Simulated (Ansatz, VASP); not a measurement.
## One calculation of HfC, two programs

POSCAR

```
HfC
1.0
    0.0000000000      2.2775377028      2.2775377028
    2.2775377028      0.0000000000      2.2775377028
    2.2775377028      2.2775377028      0.0000000000
Hf C
1 1
Direct
    0.5000000000      0.5000000000      0.5000000000
    0.0000000000      0.0000000000      0.0000000000
```

The input INCAR.step1:

```
SYSTEM = HfC
PREC     = Accurate       ! precision mode
ENCUT    = 520            ! plane-wave cutoff, eV
EDIFF    = 1E-5           ! SCF threshold, eV
ISMEAR   = -1             ! smearing method
SIGMA    = 0.05           ! smearing width, eV
LREAL    = .FALSE.        ! projectors in reciprocal space
LASPH    = .TRUE.         ! aspherical terms in the spheres
NELM     = 100            ! most SCF steps
ALGO     = Normal         ! electronic algorithm
ISIF     = 2              ! what is computed and relaxed
LWAVE    = .TRUE.         ! write WAVECAR
LCHARG   = .FALSE.        ! write CHGCAR
GGA      = PE             ! functional
NBANDS   = 14             ! bands
```

INCAR.step2

```
SYSTEM = HfC
PREC     = Accurate       ! precision mode
ENCUT    = 520            ! plane-wave cutoff, eV
EDIFF    = 1E-7           ! SCF threshold, eV
ISMEAR   = -1             ! smearing method
SIGMA    = 0.05           ! smearing width, eV
LREAL    = .FALSE.        ! projectors in reciprocal space
LASPH    = .TRUE.         ! aspherical terms in the spheres
NELM     = 100            ! most SCF steps
ALGO     = Normal         ! electronic algorithm
ISIF     = 2              ! what is computed and relaxed
LWAVE    = .FALSE.        ! write WAVECAR
LCHARG   = .FALSE.        ! write CHGCAR
GGA      = PE             ! functional
LHFCALC  = .TRUE.         ! exact exchange
HFSCREEN = 0.2079         ! screening, 1/A
PRECFOCK = Normal       
ISTART   = 1            
NBANDS   = 14             ! bands
```

KPOINTS

```
regular mesh
0
G
  6 6 6
  0 0 0
```

input

```
crystal:
  lattice:
    - [0.0, 2.2775377028, 2.2775377028]
    - [2.2775377028, 0.0, 2.2775377028]
    - [2.2775377028, 2.2775377028, 0.0]
  atoms:
    - { symbol: Hf, position: [0.5, 0.5, 0.5] }
    - { symbol: C, position: [0.0, 0.0, 0.0] }
hamiltonian:
  xc: hse06
  pseudopotentials: { kind: paw }
kpoints:
  mp_grid: { grid: [6, 6, 6] }
scf:
  occupations: { method: fermi_dirac, width: 0.05 }
output:
  forces: true
  stress: true
  eigenvalues: true
  write_density: true
  write_potential: true
  elf: true
  volumetric_format: npy
```

Alike in both runs: task single point; functional HSE06; k mesh 6 × 6 × 6; occupations fermi-dirac, width 0.05 eV; no spin polarisation.

|  | VASP | Ansatz |
| --- | --- | --- |
| version | VASP 6.6.1 | Ansatz 0.2.0 |
| potentials or method | VASP PAW PBE potentials, release 64 (Hf_pv, C) | Ansatz PAW |
| plane-wave cutoff (eV) | 520 | 420 |
| valence electrons in the cell | 14 | 30 |

VASP gave:

- gap on the k mesh at the Fermi level (eV): none
- pressure (GPa): 12.3

Question: Which values does Ansatz return?

Answer: gap on the k mesh at the Fermi level (eV): none; pressure (GPa): 15.4.

A gap of «none» marks a metal or a gap that the smearing closes. The functional is the same, so the differences come from potentials, cutoffs and numerics. VASP's potentials hold 14 valence electrons a cell and Ansatz's 30, so a difference there can come from the potentials and not from the codes.

The k mesh is coarse, so the values compare programs but aren't converged. Neither program's run includes spin-orbit coupling.
